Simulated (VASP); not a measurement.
Wanted: the native input for a VASP 6.6.1 run.

* Task: single point
* Functional: PBE
* Potentials or basis: VASP PAW PBE potentials, release 64 (B, P)
* Cutoff: 500 eV
* k mesh: 10 × 10 × 10
* Occupations: gaussian, width 0.02 eV
* Spin: no spin polarisation
* Dipole correction: no
* Further INCAR settings: ALGO = Normal; EDIFF = 1e-06; NBANDS = 11

The structure of BP (hb.bA) lies in POSCAR:

```
BP
1.0
    0.0000000000      2.2740785063      2.2740785063
    2.2740785063      0.0000000000      2.2740785063
    2.2740785063      2.2740785063      0.0000000000
B P
1 1
Direct
    0.0000000000      0.0000000000      0.0000000000
    0.2500000000      0.2500000000      0.2500000000
```

One way to write it, as run:

INCAR

```
SYSTEM = BP
PREC = Accurate ; ENCUT = 500
EDIFF = 1E-6 ; ISMEAR = 0
SIGMA = 0.02 ; LREAL = .FALSE.
LASPH = .TRUE. ; NELM = 120
ALGO = Normal ; ISIF = 2
LWAVE = .FALSE. ; LCHARG = .FALSE.
GGA = PE ; NBANDS = 11
GGA_COMPAT = .FALSE.
```

KPOINTS

```
regular mesh
0
G
  10 10 10
  0 0 0
```

Potentials or basis: VASP PAW PBE potentials, release 64 (B, P).

Run with:

```sh
$ cat potpaw_PBE.64/B/POTCAR potpaw_PBE.64/P/POTCAR > POTCAR
$ mpirun -np 1 vasp_std > vasp.out
```

It gave:

The pressure is -0.2 GPa and the band gap on the k mesh is 1.25 eV, indirect (least direct gap 3.39 eV).

It took 14 s on 1 thread of Intel Xeon 8259CL, with other jobs on the host, peak memory 0.13 GiB.
